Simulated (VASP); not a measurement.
A run of VASP 6.6.1:

File INCAR:

```
PREC = Accurate
ENCUT = 500
EDIFF = 1E-7
ISMEAR = 0
SIGMA = 0.02
LREAL = False
LASPH = True
NELM = 120
ALGO = Normal
ISIF = 3
LWAVE = False
LCHARG = False
GGA = PE
IBRION = 2
NSW = 100
EDIFFG = -0.005
GGA_COMPAT = False
NELMIN = 4
```

File KPOINTS:

```
regular mesh
0
Gamma
  8 8 8
```

File POSCAR:

```
AgI
1.0
    0.0000000000      3.2365000000      3.2365000000
    3.2365000000      0.0000000000      3.2365000000
    3.2365000000      3.2365000000      0.0000000000
Ag I
1 1
Direct
    0.0000000000      0.0000000000      0.0000000000
    0.2500000000      0.2500000000      0.2500000000
```

Potentials or basis: VASP PAW PBE potentials, release 64 (Ag, I).

Run with:

```bash
$ cat potpaw_PBE.64/Ag/POTCAR potpaw_PBE.64/I/POTCAR > POTCAR
$ mpirun -np 1 vasp_std > vasp.out
```

Hardware: 1 thread of Intel(R) Xeon(R) 6975P-C (Granite Rapids), with other jobs on the host.

Q: Estimate the wall time of this run.

A: It took 58 s on 1 thread of Intel(R) Xeon(R) 6975P-C (Granite Rapids), on a shared host, peak memory 0.21 GiB. Counts: scf iterations 35, k points 29, ion steps 3.
